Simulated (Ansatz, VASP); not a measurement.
## One calculation of KBr, two programs

The input INCAR:

```
  PREC = Accurate
  ENCUT = 600
  EDIFF = 1E-7
  ISMEAR = 0
  SIGMA = 0.02
  LREAL = F
  LASPH = T
  NELM = 100
  ALGO = Normal
  ISIF = 3
  LWAVE = F
  LCHARG = F
  GGA = CA
  IBRION = 2
  NSW = 100
  EDIFFG = -0.005
```

File KPOINTS:

```
regular mesh
0
Gamma
  6 6 6
```

POSCAR

```
KBr
1.0
    3.8300121826      0.0000000000      0.0000000000
    0.0000000000      3.8300121826      0.0000000000
    0.0000000000      0.0000000000      3.8300121826
K Br
1 1
Direct
    0.0000000000      0.0000000000      0.0000000000
    0.5000000000      0.5000000000      0.5000000000
```

Input for Ansatz:

```yaml
crystal:
  lattice:
    - [3.8300121826, 0.0, 0.0]
    - [0.0, 3.8300121826, 0.0]
    - [0.0, 0.0, 3.8300121826]
  atoms:
    - { symbol: K, position: [0.0, 0.0, 0.0] }
    - { symbol: Br, position: [0.5, 0.5, 0.5] }
basis:
  ecutwfc: 420
kpoints:
  mp_grid: { grid: [6, 6, 6] }
hamiltonian:
  xc: lda
scf:
  occupations: { method: gaussian, width: 0.02 }
output:
  forces: true
  stress: true
  eigenvalues: true
  write_density: true
  write_potential: true
  elf: true
  volumetric_format: npy
relax:
  adjacent_minimum: "off"
  f_tol: 0.005
  max_steps: 80
  cell: { stress_tol: 0.05 }
```

Alike in both runs: task relaxation of cell and atoms; functional LDA; k mesh 6 × 6 × 6; occupations gaussian, width 0.02 eV; no spin polarisation.

|  | VASP | Ansatz |
| --- | --- | --- |
| version | VASP 6.6.1 | Ansatz 0.2.0 |
| potentials or method | VASP PAW LDA potentials, release 64 (K_sv, Br), cutoff 600 eV | scalar-relativistic, plane waves, PAW |
| valence electrons in the cell | 16 | 16 |

|  | VASP | Ansatz | Ansatz less VASP |
| --- | --- | --- | --- |
| gap on the k mesh at the Fermi level, each at its own relaxed structure (eV) | 4.03 | 4.02 | -0.003 |
| relaxed volume (Å³/atom) | 28.15 | 28.09 | -0.058 |
| relaxed cell length with the largest relative difference (Å) | 3.833 | 3.830 | -0.0026 |

LDA's correlation is that of Perdew and Zunger in VASP and of Perdew and Wang (1992) in Ansatz.
